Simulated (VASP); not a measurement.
Here is a VASP 6.6.1 calculation.

The input INCAR:

```
SYSTEM = Rh
ALGO = Normal ; EDIFF = 1E-6
ENCUT = 520 ; GGA = PE
ISIF = 2 ; ISMEAR = 0
ISPIN = 2 ; LASPH = .True.
LCHARG = .False. ; LMAXMIX = 4
LORBIT = 11 ; LREAL = .False.
LWAVE = .False. ; MAGMOM = 0.125
NBANDS = 18 ; NELM = 150
NUPDOWN = 0.125 ; PREC = Accurate
SIGMA = 0.15
```

Contents of KPOINTS:

```
k-points
0
Gamma
  22 22 22
  0 0 0
```

POSCAR

```
Rh
1.0
    0.0000000000      1.7924581564      1.7924581564
    1.7924581564      0.0000000000      1.7924581564
    1.7924581564      1.7924581564      0.0000000000
Rh
1
Direct
    0.0000000000      0.0000000000      0.0000000000
```

Potentials or basis: VASP PAW PBE potentials, release 64 (Rh_pv).

The run is started by

```bash
$ cat potpaw_PBE.64/Rh_pv/POTCAR > POTCAR
$ mpirun -np 1 vasp_std > vasp.out
```

Problem. Estimate the pressure.

Solution. 85.0 GPa.

Caveat: the cell stands under pressure; the total moment is fixed, so each spin has its own Fermi level.
